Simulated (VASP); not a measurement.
# ZnO (P6_3mc) in VASP: further runs, part 2 of 2

VASP 6.6.1. The steps go on from the part before.

**4. Single point, PBE+D3(BJ)**

This run uses another cell than the first one, of 11.66 Å³/atom.

INCAR

```
ALGO     = Normal         # electronic algorithm
EDIFF    = 1E-6           # SCF threshold, eV
ENCUT    = 1340           # plane-wave cutoff, eV
GGA      = PE             # functional
GGA_COMPAT= False        
ISIF     = 2              # what is computed and relaxed
ISMEAR   = -1             # smearing method
IVDW     = 12             # dispersion correction
LASPH    = True           # aspherical terms in the spheres
LCHARG   = False          # write CHGCAR
LREAL    = False          # projectors in reciprocal space
LWAVE    = False          # write WAVECAR
NBANDS   = 26             # bands
NELM     = 120            # most SCF steps
PREC     = Accurate       # precision mode
SIGMA    = 0.05           # smearing width, eV
```

KPOINTS

```
k-points
0
Gamma
  9 9 5
```

POSCAR

```
ZnO
1.0
    3.2274999067      0.0000000000      0.0000000000
   -1.6137499533      2.7950969099      0.0000000000
    0.0000000000      0.0000000000      5.1707703030
Zn O
2 2
Direct
    0.6666666667      0.3333333333      0.0000000000
    0.3333333333      0.6666666667      0.5000000000
    0.3333333333      0.6666666667      0.8790100000
    0.6666666667      0.3333333333      0.3790100000
```

Potentials or basis: VASP PAW PBE potentials, release 64 (Zn, O_h).

Run with:

```
> cat potpaw_PBE.64/Zn/POTCAR potpaw_PBE.64/O_h/POTCAR > POTCAR
> mpirun -np 1 vasp_std > vasp.out
```

OUTCAR:

```text
EDIFF = 1E-6
   ENCUT = 1340
   GGA = PE
   ISIF = 2
   ISMEAR = -1
   IVDW = 12
   LASPH = True
   LREAL = False
   NELM = 120
   PREC = Accurate
 IVDW          = 12

 ion  position               nearest neighbor table
   1  0.667  0.333  0.000-   4 1.96   3 1.97   3 1.97   3 1.97
   2  0.333  0.667  0.500-   3 1.96   4 1.97   4 1.97   4 1.97
   3  0.333  0.667  0.879-   2 1.96   1 1.97   1 1.97   1 1.97
   4  0.667  0.333  0.379-   1 1.96   2 1.97   2 1.97   2 1.97

  LATTYP: Found a hexagonal cell.
 ALAT       =     3.2274999067
 C/A-ratio  =     1.6020977390

  Lattice vectors:

 A1 = (   3.2274999067,   0.0000000000,   0.0000000000)
 A2 = (  -1.6137499533,   2.7950969099,   0.0000000000)
 A3 = (   0.0000000000,   0.0000000000,   5.1707703030)

Analysis of symmetry for initial positions (statically):
=====================================================================
 Subroutine PRICEL returns:
 Original cell was already a primitive cell.

 Routine SETGRP: Setting up the symmetry group for a
 hexagonal supercell.

 Subroutine GETGRP returns: Found 12 space group operations
 (whereof  6 operations were pure point group operations)
[... 172 lines left out ...]
 val. band max:        1.7143708237   @ k =   0.0000   0.0000   0.0000
 cond. band min:       2.5363495789   @ k =   0.0000   0.0000   0.0000
 fundamental gap:      0.8219787552
 Fermi energy:         2.1645025819

 k-point     1 :       0.0000    0.0000    0.0000
  band No.  band energies     occupation
      1     -16.5380      2.00000
      2     -15.7751      2.00000
      3      -4.0735      2.00000
      4      -4.0735      2.00000
      5      -4.0712      2.00000
      6      -4.0314      2.00000
[... 685 lines left out ...]
     25      15.3440      0.00000
     26      16.4939      0.00000

 [... further k-points ...]

------------------------ aborting loop because EDIFF is reached ----------------------------------------

 Edisp (eV)   -0.91554

 E8    (eV) :    -0.3453

  FORCE on cell =-STRESS in cart. coord.  units (eV):
  Direction    XX          YY          ZZ          XY          YZ          ZX
  --------------------------------------------------------------------------------------
  -------------------------------------------------------------------------------------
  Total       1.51845     1.51845     2.07471     0.00000     0.00000     0.00000
  in kB      52.15446    52.15446    71.26065     0.00000     0.00000     0.00000
  external pressure =       58.52 kB  Pullay stress =        0.00 kB

 VOLUME and BASIS-vectors are now :
 -----------------------------------------------------------------------------
  energy-cutoff  :     1340.00
  volume of cell :       46.65
      direct lattice vectors                 reciprocal lattice vectors
     3.227499907  0.000000000  0.000000000     0.309837344  0.178884674  0.000000000
    -1.613749953  2.795096910  0.000000000     0.000000000  0.357769348  0.000000000
     0.000000000  0.000000000  5.170770303     0.000000000  0.000000000  0.193394783

 POSITION                                       TOTAL-FORCE (eV/Angst)
 -----------------------------------------------------------------------------------
      1.61375      0.93170      0.00000         0.000000     -0.000000     -0.079361
     -0.00000      1.86340      2.58539        -0.000000      0.000000     -0.079361
     -0.00000      1.86340      4.54516         0.000000     -0.000000      0.079361
      1.61375      0.93170      1.95977        -0.000000     -0.000000      0.079361
 -----------------------------------------------------------------------------------
    total drift:                                0.000000     -0.000000     -0.000286

  FREE ENERGIE OF THE ION-ELECTRON SYSTEM (eV)
  ---------------------------------------------------
  free  energy   TOTEN  =       -18.7072016667 eV

  energy  without entropy=      -18.7071987981  energy(sigma->0) =      -18.70720023
```

It took 2.3 min on 1 thread of Intel Xeon Platinum 8259CL at 2.50GHz (Skylake/Cascade Lake), shared host; peak memory 0.41 GiB.

Results:

```yaml
Free_energy: -18.7072 eV
Pressure: 5.9 GPa
Largest_force: 0.079 eV/Å
Band_gap_on_the_k_mesh: 0.82 eV
Dispersion_energy_per_atom: -0.229 eV
```

Forces in eV/Å, atoms in the order of the input:
```
Zn   0.000  0.000 -0.079
Zn   0.000  0.000 -0.079
O    0.000  0.000  0.079
O    0.000  0.000  0.079
```

Levels at points of the mesh, in eV from the valence-band top:
| k point | band 15 | band 16 | band 17 | band 18 | band 19 | band 20 | band 21 | band 22 |
| --- | --- | --- | --- | --- | --- | --- | --- | --- |
| (0.00, 0.00, 0.00) | -0.84 | -0.08 | 0.00 | 0.00 | 0.82 | 5.29 | 8.33 | 12.96 |

Caveat: the cell stands under pressure. Expect the measured gap to be larger: semilocal functionals such as PBE lack the derivative discontinuity.

**5. The runs side by side**

| level | cell | k mesh | smearing | gap on the mesh (eV) | pressure (GPa) | largest force (eV/Å) |
| --- | --- | --- | --- | --- | --- | --- |
| PBE | a = 3.249, b = 3.249, c = 5.206 Å, angles 90.0, 90.0, 120.0°, 4 atoms, atomic positions A | 9 × 9 × 5 | gaussian 0.014 eV | 0.79 | 5.8 | 0.07 |
| PBE | a = 3.249, b = 3.249, c = 5.206 Å, angles 90.0, 90.0, 120.0°, 4 atoms, atomic positions B | 7 × 7 × 4 | fermi-dirac 0.05 eV | 0.79 | 5.8 | - |
| PBE+D3(BJ) | a = 3.227, b = 3.227, c = 5.171 Å, angles 90.0, 90.0, 120.0°, 4 atoms, atomic positions A | 9 × 9 × 5 | fermi-dirac 0.05 eV | 0.82 | 5.9 | 0.08 |

Alike in all rows: task single point; potentials or basis VASP PAW PBE potentials, release 64 (Zn, O_h); no spin polarisation; cutoff (eV) 1340.

Caveats: the cell stands under pressure; semilocal functionals underestimate gaps, and a narrow one can read as zero (at least some runs).

Total energies depend on the potentials used, so only differences within one code and one set of settings carry meaning.
